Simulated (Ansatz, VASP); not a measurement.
# One calculation of GaPdC4N4, two programs

File INCAR:

```
SYSTEM = GaPdC4N4
ALGO     = Normal         ! electronic algorithm
EDIFF    = 1E-7           ! SCF threshold, eV
ENCUT    = 520            ! plane-wave cutoff, eV
GGA      = PE             ! functional
ISIF     = 2              ! what is computed and relaxed
ISMEAR   = 0              ! smearing method
ISPIN    = 2              ! spin polarisation
LASPH    = .TRUE.         ! aspherical terms in the spheres
LCHARG   = .FALSE.        ! write CHGCAR
LMAXMIX  = 4              ! l up to which the mixer works
LORBIT   = 11             ! projections on sites
LREAL    = .FALSE.        ! projectors in reciprocal space
LWAVE    = .FALSE.        ! write WAVECAR
MAGMOM   = 0 1 0 0 0 0 0 0 0 0 ! initial moments
NBANDS   = 44             ! bands
NELM     = 150            ! most SCF steps
PREC     = Accurate       ! precision mode
SIGMA    = 0.1            ! smearing width, eV
```

The input KPOINTS:

```
k-points
0
G
  4 4 4
  0 0 0
```

File POSCAR:

```
GaPdC4N4
1.0
    5.8843539400      0.0000000000      0.0000000000
    0.0000000000      5.8843539400      0.0000000000
    0.0000000000      0.0000000000      5.8843539400
Ga Pd C N
1 1 4 4
Direct
    0.0000000000      0.0000000000      0.0000000000
    0.5000000000      0.5000000000      0.5000000000
    0.1860282600      0.1860282600      0.1860282600
    0.1860282600      0.8139717400      0.8139717400
    0.8139717400      0.1860282600      0.8139717400
    0.8139717400      0.8139717400      0.1860282600
    0.3008241800      0.3008241800      0.3008241800
    0.3008241800      0.6991758200      0.6991758200
    0.6991758200      0.3008241800      0.6991758200
    0.6991758200      0.6991758200      0.3008241800
```

Input for Ansatz:

```yaml
crystal:
  lattice:
    - [5.88435394, 0.0, 0.0]
    - [0.0, 5.88435394, 0.0]
    - [0.0, 0.0, 5.88435394]
  atoms:
    - { symbol: Ga, position: [0.0, 0.0, 0.0] }
    - { symbol: Pd, position: [0.5, 0.5, 0.5], spin: 1.0 }
    - { symbol: C, position: [0.18602826, 0.18602826, 0.18602826] }
    - { symbol: C, position: [0.18602826, 0.81397174, 0.81397174] }
    - { symbol: C, position: [0.81397174, 0.18602826, 0.81397174] }
    - { symbol: C, position: [0.81397174, 0.81397174, 0.18602826] }
    - { symbol: "N", position: [0.30082418, 0.30082418, 0.30082418] }
    - { symbol: "N", position: [0.30082418, 0.69917582, 0.69917582] }
    - { symbol: "N", position: [0.69917582, 0.30082418, 0.69917582] }
    - { symbol: "N", position: [0.69917582, 0.69917582, 0.30082418] }
basis:
  ecutwfc: 420
kpoints:
  mp_grid: { grid: [4, 4, 4] }
hamiltonian:
  xc: pbe
scf:
  occupations: { method: gaussian, width: 0.1 }
  lower_state_search: "off"
output:
  forces: true
  stress: true
  eigenvalues: true
  populations: true
magnetization:
  spin_polarized: true
```

Alike in both runs: task single point; functional PBE; k mesh 4 × 4 × 4; occupations gaussian, width 0.1 eV; collinear spin.

|  | VASP | Ansatz |
| --- | --- | --- |
| version | VASP 6.6.1 | Ansatz 0.2.0 |
| potentials or method | VASP PAW PBE potentials, release 64 (Ga_d, Pd, C, N), cutoff 520 eV | scalar-relativistic, plane waves, PAW |
| valence electrons in the cell | 59 | 67 |

Ansatz gave:

- gap on the k mesh at the Fermi level (eV): none
- pressure (GPa): 3.9
- rms of the force components (eV/Å): 0.813
- net moment per atom (μB): 0.10
- size of the moment on the site where the two differ most (μB): 0.60

Task: Which values does VASP return?

Result: gap on the k mesh at the Fermi level (eV): none; pressure (GPa): 4.1; rms of the force components (eV/Å): 0.606; net moment per atom (μB): 0.10; size of the moment on the site where the two differ most (μB): 0.74.

Site moments also hang on the region over which each program counts them. Atom by atom the forces differ by 0.207 eV/Å (rms over components). A gap of «none» marks a metal or a gap that the smearing closes. VASP's potentials hold 59 valence electrons a cell and Ansatz's 67, so a difference there can come from the potentials and not from the codes.

Noted on VASP's run: the standard files for N, O and F lose accuracy on very short bonds.
